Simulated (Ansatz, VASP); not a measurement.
This is a calculation of KF for Ansatz 0.2.0.

File input.yaml:

```yaml
crystal:
  lattice:
    - [0.0, 2.6357394923, 2.6357394923]
    - [2.6357394923, 0.0, 2.6357394923]
    - [2.6357394923, 2.6357394923, 0.0]
  atoms:
    - { symbol: K, position: [0.0, 0.0, 0.0] }
    - { symbol: F, position: [0.5, 0.5, 0.5] }
kpoints:
  mp_grid: { grid: [9, 9, 9] }
scf:
  occupations: { method: fermi_dirac, width: 0.05 }
hamiltonian:
  xc: lda
  pseudopotentials: { kind: all_electron, lapw: { basis_error: 0.001 } }
output:
  forces: true
  stress: true
  eigenvalues: true
```

Potentials or basis: all-electron LAPW, scalar-relativistic.

Launch:

```console
$ ansatz run input.yaml --threads 1 --pin off --max-ram 3072MiB --backend cpu --events-out ev --progress --plain --runs-dir out
```

**Question.** Translate it to VASP 6.6.1. Potentials there: VASP PAW LDA potentials, release 64 (K_sv, F).

**Answer.** As run (the cutoff follows the program's own potentials):

The input INCAR:

```
ALGO = Normal
EDIFF = 1E-7
ENCUT = 520
ISIF = 2
ISMEAR = -1
LASPH = T
LCHARG = F
LREAL = F
LWAVE = F
NBANDS = 15
NELM = 60
PREC = Accurate
SIGMA = 0.05
```

File KPOINTS:

```
k-points
0
Gamma
  9 9 9
```

Contents of POSCAR:

```
KF
1.0
    0.0000000000      2.6357394923      2.6357394923
    2.6357394923      0.0000000000      2.6357394923
    2.6357394923      2.6357394923      0.0000000000
K F
1 1
Direct
    0.0000000000      0.0000000000      0.0000000000
    0.5000000000      0.5000000000      0.5000000000
```

Potentials or basis: VASP PAW LDA potentials, release 64 (K_sv, F).

Run with:

```console
$ cat potpaw_LDA.64/K_sv/POTCAR potpaw_LDA.64/F/POTCAR > POTCAR
$ mpirun -np 1 vasp_std > vasp.out
```

Both were run:

|  | VASP | Ansatz | Ansatz less VASP |
| --- | --- | --- | --- |
| gap on the k mesh at the Fermi level (eV) | 6.00 | 6.01 | +0.010 |
| least direct gap on the mesh (eV) | 6.00 | 6.01 | +0.010 |
| pressure (GPa) | -2.2 | -2.3 | -0.13 |

LDA's correlation is that of Perdew and Zunger in VASP and of Perdew and Wang (1992) in Ansatz. Ansatz ran all-electron here, and VASP with PAW potentials.
